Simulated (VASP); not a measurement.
Here is a VASP 6.6.1 calculation.

INCAR

```
SYSTEM = Ti3Al
PREC = Accurate ; ENCUT = 520
EDIFF = 1E-6 ; ISMEAR = 0
SIGMA = 0.1 ; LREAL = .False.
LASPH = .True. ; NELM = 80
ALGO = Fast ; ISIF = 2
LWAVE = .False. ; LCHARG = .True.
GGA = CA ; LELF = .True.
LVHAR = .True. ; NBANDS = 28
```

Contents of KPOINTS:

```
regular mesh
0
Gamma
  6 6 6
  0 0 0
```

The input POSCAR:

```
Ti3Al
1.0
    0.0000000000      3.2317810000      3.2317810000
    3.2317810000      0.0000000000      3.2317810000
    3.2317810000      3.2317810000      0.0000000000
Ti Al
3 1
Direct
    0.7500000000      0.7500000000      0.7500000000
    0.2500000000      0.2500000000      0.2500000000
    0.0000000000      0.0000000000      0.0000000000
    0.5000000000      0.5000000000      0.5000000000
```

Potentials or basis: VASP PAW LDA potentials, release 64 (Ti_sv, Al).

The run is started by

```bash
$ cat potpaw_LDA.64/Ti_sv/POTCAR potpaw_LDA.64/Al/POTCAR > POTCAR
$ mpirun -np 1 vasp_std > vasp.out
```

Q: What does it give for the pressure?

A: -8.6 GPa.
